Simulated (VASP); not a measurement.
A run of VASP 6.6.1 is set up as follows.

The input INCAR:

```
PREC = Accurate
ENCUT = 520
EDIFF = 1E-6
ISMEAR = -1
SIGMA = 0.05
LREAL = F
LASPH = T
NELM = 100
ALGO = Fast
ISIF = 2
LWAVE = F
LCHARG = T
GGA = PE
LELF = T
LVHAR = T
NBANDS = 10
```

File KPOINTS:

```
Automatic mesh
0
Gamma
  12 12 12
```

File POSCAR:

```
Ir
1.0
    0.0000000000      1.9531703226      1.9531703226
    1.9531703226      0.0000000000      1.9531703226
    1.9531703226      1.9531703226      0.0000000000
Ir
1
Direct
    0.0000000000      0.0000000000      0.0000000000
```

Potentials or basis: VASP PAW PBE potentials, release 64 (Ir).

Run with:

```bash
$ cat potpaw_PBE.64/Ir/POTCAR > POTCAR
$ mpirun -np 1 vasp_std > vasp.out
```

Task: Estimate the pressure.

Result: -9.0 GPa.
